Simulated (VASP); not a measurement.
Here is a VASP 6.6.1 calculation.

INCAR

```
  ALGO = Normal
  EDIFF = 1E-6
  ENCUT = 520
  GGA = PE
  ISIF = 2
  ISMEAR = 0
  LASPH = True
  LCHARG = False
  LREAL = Auto
  LWAVE = False
  NBANDS = 78
  NELM = 100
  PREC = Accurate
  SIGMA = 0.1
```

Contents of KPOINTS:

```
Automatic mesh
0
Gamma
  4 5 5
  0.5 0 0
```

POSCAR

```
Ta8HN8
1.0
    0.0000000000      0.0000000000     -5.7955432031
    5.9003693593      0.0000000000      0.0000000000
   -2.9501846797     -5.1098697569      0.0000000000
Ta N H
8 8 1
Direct
    0.2490367079      0.8333347090      0.1666656961
    0.7484542601      0.8333347090      0.1666656961
    0.2513293317      0.3372821135      0.1745606136
    0.7508129691      0.3332676276      0.1665316418
    0.2513293317      0.8254398944      0.6627182612
    0.7508129691      0.8334687454      0.6667326492
    0.2513295042      0.3372821496      0.6627182612
    0.7508131417      0.3332676867      0.6667326492
    0.5009558032      0.5007427260      0.0003694810
   -0.0041235134      0.5073287929      0.0036629114
    0.5009559757     -0.0003692926      0.0003694810
   -0.0041235134     -0.0036625355      0.0036627157
    0.5013899298      0.5000014010      0.4999988496
    0.0039461357      0.5000011599      0.4999990453
    0.5009558032     -0.0003691391      0.4992575391
   -0.0041235134     -0.0036624191      0.4926716570
    1.1665191274      0.1666681191      0.8333323945
```

Potentials or basis: VASP PAW PBE potentials, release 64 (Ta_pv, N, H).

Command:

```bash
$ cat potpaw_PBE.64/Ta_pv/POTCAR potpaw_PBE.64/N/POTCAR potpaw_PBE.64/H/POTCAR > POTCAR
$ mpirun -np 1 vasp_std > vasp.out
```

(1) Estimate the largest force.

(2) What does it give for the band gap on the k mesh?

(3) Predict the pressure.

## Answers

(1) 0.933 eV/Å.

(2) zero (an odd number of electrons rules out a gap without spin polarisation).

(3) 5.4 GPa.

Caveat: spin-orbit coupling is left out, which moves the levels of the heavy elements.
